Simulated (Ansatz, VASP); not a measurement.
LiH: VASP beside Ansatz

```
CELL_PARAMETERS angstrom
0.00000 2.05024 2.05024
2.05024 0.00000 2.05024
2.05024 2.05024 0.00000
ATOMIC_POSITIONS crystal
Li 0.00000 0.00000 0.00000
H 0.50000 0.50000 0.50000
```

Alike in both runs: task single point; functional PBE0; k mesh 6 × 6 × 6; occupations fermi-dirac, width 0.05 eV; no spin polarisation.

|  | VASP | Ansatz |
| --- | --- | --- |
| version | VASP 6.6.1 | Ansatz 0.2.0 |
| potentials or method | VASP PAW PBE potentials, release 64 (Li_sv, H) | Ansatz PAW |
| plane-wave cutoff (eV) | 520 | 420 |
| valence electrons in the cell | 4 | 4 |

Ansatz gave:

| Property | Result |
| --- | --- |
| gap on the k mesh at the Fermi level (eV) | 4.71 |
| least direct gap on the mesh (eV) | 4.71 |

Question: Which values does VASP return?

Answer: gap on the k mesh at the Fermi level (eV): 4.73; least direct gap on the mesh (eV): 4.73.

The k mesh is coarse, so the values compare programs but aren't converged. Noted on VASP's run: the cutoff is under 1.25 times that of the potentials, so the pressure is a little rough.
